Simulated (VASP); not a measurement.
MoS2:

```
Mo S
1.0
     1.58550    0.91539    6.11500
    -1.58550    0.91539    6.11500
     0.00000   -1.83078    6.11500
Mo S
1 2
Direct
  0.00000 0.00000 0.00000
  0.75000 0.75000 0.75000
  0.25000 0.25000 0.25000
```

```yaml
Program: VASP 6.6.1
Task: relaxation of cell and atoms
Functional: PBE
Dispersion: D3(BJ)
Potentials_or_basis: VASP PAW PBE potentials, release 64 (Mo_sv, S)
Cutoff: 600 eV
k_mesh: 9 × 9 × 9
Occupations: gaussian, width 0.1 eV
Spin: no spin polarisation
```

At the start: pressure 3.8 GPa; volume 17.75 Å³/atom.

Problem. How do energy, volume and symmetry change on relaxing?

Solution. Over 11 steps the energy falls by 24.4 meV/atom and the volume is 16.92 Å³/atom (-4.7 %); space group R-3m (No. 166, to 0.05 Å).

The path:
| step | energy change (eV) | largest force (eV/Å) | pressure (GPa) | volume (Å³) |
| --- | --- | --- | --- | --- |
| 1 | 0.0000 | 0.9842 | 3.82 | 53.25 |
| 2 | 0.0538 | 0.8591 | -8.81 | 56.57 |
| 3 | -0.0363 | 0.2066 | -1.55 | 54.50 |
| 4 | -0.0505 | 0.1529 | -1.04 | 53.67 |
| 5 | -0.0566 | 0.0863 | -0.24 | 52.64 |
| 6 | -0.0607 | 0.1377 | 0.25 | 52.24 |
| 7 | -0.0661 | 0.2852 | 1.82 | 51.09 |
| 8 | -0.0672 | 0.2634 | 1.67 | 51.06 |
| 9 | -0.0700 | 0.1984 | 1.25 | 50.98 |
| 10 | -0.0731 | 0.0697 | 0.44 | 50.81 |
| 11 | -0.0733 | 0.0204 | 0.15 | 50.75 |

Final structure:
```
CELL_PARAMETERS angstrom
1.56809 0.90534 5.95782
-1.56809 0.90534 5.95782
0.00000 -1.81067 5.95782
ATOMIC_POSITIONS crystal
Mo 0.00000 0.00000 0.00000
S 0.75609 0.75609 0.75609
S 0.24391 0.24391 0.24391
```

Caveat: pairwise dispersion overbinds metals, which lowers pressure and volume; the relaxation stopped at a loose force limit of 0.05 eV/Å, so its end isn't a converged minimum.
